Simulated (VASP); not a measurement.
The system is GaSb.

```
CELL_PARAMETERS angstrom
0.00000 2.87312 2.87312
2.87312 0.00000 2.87312
2.87312 2.87312 0.00000
ATOMIC_POSITIONS crystal
Ga 0.00000 0.00000 0.00000
Sb 0.50000 0.50000 0.50000
```

Base run:

```yaml
Program: VASP 6.6.1
Functional: LDA
Potentials_or_basis: VASP PAW LDA potentials, release 64 (Ga_d, Sb)
Cutoff: 500 eV
k_mesh: 8 × 8 × 8
Occupations: fermi-dirac, width 0.02 eV
Spin: no spin polarisation
```

Its results: band gap on the k mesh zero (bands 9 and 10 overlap by 3.23 eV); pressure -2.9 GPa.

Task: The run is repeated on the same cell with these changes: k mesh from 8 × 8 × 8 to 4 × 4 × 4. What comes out?

Result: Band gap on the k mesh zero (bands 9 and 10 overlap by 2.83 eV); pressure -1.2 GPa.

Caveats: some runs use coarse meshes; the structure was generated, so it needn't be the stable form of GaSb; spin-orbit coupling is left out, which moves the levels of the heavy elements.
